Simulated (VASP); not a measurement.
# Ge2Sb2O (I4/mmm) in VASP: further runs, part 2 of 2

VASP 6.6.1.

## Step 3: Single point, PBE

This run uses another cell than the first one, of 25.96 Å³/atom.

INCAR

```
SYSTEM = Ge2Sb2O
ALGO = Normal
EDIFF = 1E-6
ENCUT = 520
GGA = PE
ISIF = 2
ISMEAR = 0
LASPH = .True.
LCHARG = .True.
LELF = .True.
LREAL = .False.
LVHAR = .True.
LWAVE = .False.
NBANDS = 30
NELM = 80
PREC = Accurate
SIGMA = 0.1
```

KPOINTS

```
k-points
0
Gamma
  4 4 4
  0 0 0
```

POSCAR

```
Ge2Sb2O
1.0
   -2.8632827100      2.8632827100      3.9586449500
    2.8632827100     -2.8632827100      3.9586449500
    2.8632827100      2.8632827100     -3.9586449500
Ge Sb O
2 2 1
Direct
    0.7500000000      0.2500000000      0.5000000000
    0.2500000000      0.7500000000      0.5000000000
    0.5000000000      0.0000000000      0.5000000000
    0.0000000000      0.5000000000      0.5000000000
    0.0000000000      0.0000000000      0.0000000000
```

Potentials or basis: VASP PAW PBE potentials, release 64 (Ge_d, Sb, O).

Run with:

```console
$ cat potpaw_PBE.64/Ge_d/POTCAR potpaw_PBE.64/Sb/POTCAR potpaw_PBE.64/O/POTCAR > POTCAR
$ mpirun -np 1 vasp_std > vasp.out
```

OUTCAR:

```text
SYSTEM = Ge2Sb2O
   EDIFF = 1E-6
   ENCUT = 520
   GGA = PE
   ISIF = 2
   ISMEAR = 0
   LASPH = .True.
   LREAL = .False.
   NELM = 80
   PREC = Accurate

 ion  position               nearest neighbor table
   1  0.750  0.250  0.500-   3 1.98   4 1.98
   2  0.250  0.750  0.500-   3 1.98   4 1.98
   3  0.500  0.000  0.500-   1 1.98   2 1.98   5 2.86   5 2.86
   4  0.000  0.500  0.500-   1 1.98   2 1.98   5 2.86   5 2.86
   5  0.000  0.000  0.000-   3 2.86   4 2.86   4 2.86   3 2.86

  LATTYP: Found a body centered tetragonal cell.
 ALAT       =     5.7265654200
 C/A-ratio  =     1.3825546937

  Lattice vectors:

 A1 = (  -2.8632827100,   2.8632827100,   3.9586449500)
 A2 = (   2.8632827100,  -2.8632827100,   3.9586449500)
 A3 = (   2.8632827100,   2.8632827100,  -3.9586449500)

Analysis of symmetry for initial positions (statically):
=====================================================================
 Subroutine PRICEL returns:
 Original cell was already a primitive cell.

 Routine SETGRP: Setting up the symmetry group for a
 body centered tetragonal supercell.

 Subroutine GETGRP returns: Found 16 space group operations
 (whereof 16 operations were pure point group operations)
 out of a pool of 16 trial point group operations.

The static configuration has the point symmetry D_4h.

Analysis of symmetry for dynamics (positions and initial velocities):
=====================================================================
 Subroutine PRICEL returns:
 Original cell was already a primitive cell.

 Routine SETGRP: Setting up the symmetry group for a
 body centered tetragonal supercell.

 Subroutine GETGRP returns: Found 16 space group operations
 (whereof 16 operations were pure point group operations)
 out of a pool of 16 trial point group operations.

The dynamic configuration has the point symmetry D_4h.

[... 108 lines left out ...]
   EFERMI_NEDOS =   21; number of points for ismear=-14 and -15
   IALGO  =     38    algorithm
   IMIX   =      4    mixing-type and parameters
     AMIX     =   0.40;   BMIX     =  1.00
     AMIX_MAG =   1.60;   BMIX_MAG =  1.00
  volume/ion in A,a.u.               =      25.96       175.21
  Fermi-wavevector in a.u.,A,eV,Ry     =   1.141425  2.156981 17.726365  1.302851
  Thomas-Fermi vector in A             =   2.278125
   LORBIT       =      0    0 simple, 1 ext, 2 COOP (PROOUT), +10 PAW based schemes
   GGA     = PE    functional components
   LHFCALC =     F    Hartree Fock is set to
   AEXX    =    0.0000 exact exchange contribution
   IVDW    =     0    specifies the selected vdW correction
   LEPSILON=     F    determine dielectric tensor
   LRPA    =     F    only Hartree local field effects (RPA)
 non-spin polarized calculation
 Gauss-broadening in eV      SIGMA  =   0.10
  energy-cutoff  :      520.00
  volume of cell :      129.82
 maximum number of plane-waves:      3511
   NGX = 21   NGY = 21   NGZ = 21

 number of electron      43.9999993 magnetization

 Free energy of the ion-electron system (eV)
  ---------------------------------------------------
  ext. energy  EPLUGINS =         0.00000000
  ---------------------------------------------------
  free energy    TOTEN  =        -5.38762347 eV

  energy without entropy =       -5.37387098  energy(sigma->0) =       -5.38074722

 E-fermi :   4.0947     XC(G=0):  -8.8545

 val. band max:        4.0844194613   @ k =   0.5000   0.5000   0.0000
 cond. band min:       4.0963758787   @ k =   0.5000   0.5000   0.2500
 fundamental gap:      0.0119564174
 Fermi energy:         4.0946873435

 k-point     1 :       0.0000    0.0000    0.0000
  band No.  band energies     occupation
      1     -22.2774      2.00000
      2     -22.1296      2.00000
      3     -21.8715      2.00000
      4     -21.8715      2.00000
      5     -21.8190      2.00000
      6     -21.8190      2.00000
[... 418 lines left out ...]
     29       9.6370      0.00000
     30      10.3983      0.00000

------------------------ aborting loop because EDIFF is reached ----------------------------------------

  FORCE on cell =-STRESS in cart. coord.  units (eV):
  Direction    XX          YY          ZZ          XY          YZ          ZX
  --------------------------------------------------------------------------------------
  -------------------------------------------------------------------------------------
  Total       -4.1656805     -4.1656805    108.0547072      0.0000000      0.0000000      0.0000000
  in kB      -51.4116493    -51.4116493   1333.5805985      0.0000000      0.0000000      0.0000000
  external PRESSURE =     410.2524333 kB  Pullay stress =       0.0000000 kB

 VOLUME and BASIS-vectors are now :
 -----------------------------------------------------------------------------
  energy-cutoff  :      520.00
  volume of cell :      129.82
      direct lattice vectors                 reciprocal lattice vectors
    -2.863282710  2.863282710  3.958644950     0.000000000  0.174624740  0.126305846
     2.863282710 -2.863282710  3.958644950     0.174624740  0.000000000  0.126305846
     2.863282710  2.863282710 -3.958644950     0.174624740  0.174624740  0.000000000

 POSITION                                       TOTAL-FORCE (eV/Angst)
 -----------------------------------------------------------------------------------
      0.00000      2.86328      1.97932        -0.000000     -0.000000     -0.000000
      2.86328      0.00000      1.97932        -0.000000      0.000000      0.000000
      0.00000      2.86328      0.00000         0.000000     -0.000000     -0.000000
      2.86328      0.00000      0.00000         0.000000     -0.000000     -0.000000
      0.00000      0.00000      0.00000         0.000000     -0.000000     -0.000000
 -----------------------------------------------------------------------------------
    total drift:                               -0.000000     -0.000000      0.000000

  FREE ENERGIE OF THE ION-ELECTRON SYSTEM (eV)
  ---------------------------------------------------
  free  energy   TOTEN  =        -5.3876234684 eV

  energy  without entropy=       -5.3738709788  energy(sigma->0) =       -5.38074722
```

OSZICAR:

```text
N       E                     dE             d eps       ncg     rms          rms(c)
DAV:   1     0.439861216803E+03    0.43986E+03   -0.20366E+04   956   0.266E+03
DAV:   2     0.636566378972E+02   -0.37620E+03   -0.36191E+03   872   0.734E+02
DAV:   3    -0.429818726557E+01   -0.67955E+02   -0.66143E+02   886   0.173E+02
DAV:   4    -0.855883010269E+01   -0.42606E+01   -0.42192E+01   898   0.523E+01
DAV:   5    -0.866803085151E+01   -0.10920E+00   -0.10915E+00   920   0.885E+00    0.136E+01
DAV:   6    -0.975681859547E+01   -0.10888E+01   -0.59551E+01   914   0.211E+01    0.212E+01
DAV:   7    -0.583983575781E+01    0.39170E+01   -0.45871E+01  1060   0.142E+01    0.595E+00
DAV:   8    -0.539003247435E+01    0.44980E+00   -0.25173E+00   850   0.595E+00    0.183E+00
DAV:   9    -0.539251876918E+01   -0.24863E-02   -0.23657E-01  1002   0.217E+00    0.869E-01
DAV:  10    -0.538754609754E+01    0.49727E-02   -0.76369E-02   904   0.916E-01    0.305E-01
DAV:  11    -0.538760606122E+01   -0.59964E-04   -0.14948E-02   892   0.424E-01    0.138E-01
DAV:  12    -0.538761510801E+01   -0.90468E-05   -0.89586E-04   936   0.121E-01    0.664E-02
DAV:  13    -0.538762743797E+01   -0.12330E-04   -0.70320E-04   868   0.871E-02    0.312E-02
DAV:  14    -0.538762175483E+01    0.56831E-05   -0.57520E-05   792   0.303E-02    0.110E-02
DAV:  15    -0.538762416064E+01   -0.24058E-05   -0.37036E-06   760   0.113E-02    0.863E-03
DAV:  16    -0.538762346836E+01    0.69228E-06   -0.39007E-06   672   0.539E-03
   1 F= -.53876235E+01 E0= -.53807472E+01  d E =-.137525E-01
```

Run time: 2.1 min. Hardware: 1 thread of Oxide Virtual Turin-like, shared host; peak memory 0.24 GiB.

Results:

```
Free energy            : -5.3876 eV
Pressure               : 41.0 GPa
Band gap on the k mesh : zero (bands 22 and 23 overlap by 1.67 eV)
```

Levels at points of the mesh, in eV from the Fermi level:
```
           k point  band 18  band 19  band 20  band 21  band 22  band 23  band 24  band 25  band 26  band 27
(0.00, 0.00, 0.00)    -2.49    -2.49    -1.22    -1.22    -1.08    -1.01     0.95     0.95     3.32     4.34
(0.50, 0.00, 0.00)    -3.02    -2.59    -1.32    -0.95    -0.14     2.26     2.39     2.43     3.33     3.56
(0.50, 0.50, 0.00)    -2.32    -1.89    -1.83    -1.32    -0.09    -0.01     0.44     0.96     4.42     5.19
(0.50, 0.50, 0.50)    -1.47    -1.47    -0.98    -0.04     0.66     0.66     1.33     1.33     3.27     5.19
```

Caveat: the stress differs along the axes, from -5 to 133 GPa; spin-orbit coupling is left out, which moves the levels of the heavy elements.

The gap in the log of VASP goes by the Fermi energy; the results here count the filled bands.